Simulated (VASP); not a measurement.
Input of a VASP 6.6.1 run:

The input INCAR:

```
SYSTEM = LaMg
  PREC = Accurate
  ENCUT = 520
  EDIFF = 1E-6
  ISMEAR = 1
  SIGMA = 0.15
  LREAL = .FALSE.
  LASPH = .TRUE.
  NELM = 60
  ALGO = Normal
  ISIF = 2
  LWAVE = .FALSE.
  LCHARG = .TRUE.
  GGA = PS
  LELF = .TRUE.
  LVHAR = .TRUE.
  NBANDS = 14
```

KPOINTS

```
Automatic mesh
0
G
  6 6 6
  0 0 0
```

File POSCAR:

```
LaMg
1.0
    3.9650000000      0.0000000000      0.0000000000
    0.0000000000      3.9650000000      0.0000000000
    0.0000000000      0.0000000000      3.9650000000
La Mg
1 1
Direct
    0.5000000000      0.5000000000      0.5000000000
    0.0000000000      0.0000000000      0.0000000000
```

Potentials or basis: VASP PAW PBE potentials, release 64 (La, Mg).

The run is started by

```console
$ cat potpaw_PBE.64/La/POTCAR potpaw_PBE.64/Mg/POTCAR > POTCAR
$ mpirun -np 1 vasp_std > vasp.out
```

**Question.** Estimate the pressure.

**Answer.** -1.2 GPa.

Caveat: the PAW data sets were made with another functional, which shifts forces and pressure a little.
